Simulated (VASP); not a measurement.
Here is a VASP 6.6.1 calculation.

File INCAR:

```
SYSTEM = Al
  PREC = Accurate
  ENCUT = 520
  EDIFF = 1E-6
  ISMEAR = 1
  SIGMA = 0.15
  LREAL = .False.
  LASPH = .True.
  NELM = 100
  ALGO = Normal
  ISIF = 2
  LWAVE = .False.
  LCHARG = .False.
  GGA = PS
  NBANDS = 8
```

The input KPOINTS:

```
regular mesh
0
Gamma
  6 6 6
  0 0 0
```

The input POSCAR:

```
Al
1.0
    2.7560720000      0.0000000000      0.0000000000
   -0.9186906379      2.5984496110      0.0000000000
   -0.9186906379     -1.2992247445      2.2503234088
Al
1
Direct
    0.0000000000      0.0000000000      0.0000000000
```

Potentials or basis: VASP PAW PBE potentials, release 64 (Al).

Command:

```sh
$ cat potpaw_PBE.64/Al/POTCAR > POTCAR
$ mpirun -np 1 vasp_std > vasp.out
```

Task: Estimate the pressure.

Result: 2.8 GPa.

Caveat: the k points lie up to 0.47 Å⁻¹ apart; the PAW data sets were made with another functional, which shifts forces and pressure a little.
